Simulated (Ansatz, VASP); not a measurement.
# One calculation of Se, two programs

```
Se
1.0
     0.00000    3.08409    3.08409
     3.08409    0.00000    3.08409
     3.08409    3.08409    0.00000
Se
2
Direct
  0.12500 0.12500 0.12500
  0.87500 0.87500 0.87500
```

Alike in both runs: functional LDA; k mesh 9 × 9 × 9; occupations fermi-dirac, width 0.1 eV; no spin polarisation.

Ansatz relaxed the structure, and its values are those at the end. VASP's run is a single point on that final structure, the one shown.

```csv
,VASP,Ansatz
version,VASP 6.6.1,Ansatz 0.2.0
potentials or method,"VASP PAW LDA potentials, release 64 (Se), cutoff 520 eV","plane waves (420 eV) with PAW, scalar-relativistic"
valence electrons in the cell,12,32
```

Ansatz gave:

| Property | Result |
| --- | --- |
| pressure (GPa) | 0.0 |

**Question.** Estimate VASP's values.

**Answer.** Pressure (GPa): 0.2.

Ansatz warns that its potentials were made for another functional, while VASP's fit it. LDA's correlation is that of Perdew and Zunger in VASP and of Perdew and Wang (1992) in Ansatz. VASP's potentials hold 12 valence electrons a cell and Ansatz's 32, so a difference there can come from the potentials and not from the codes.
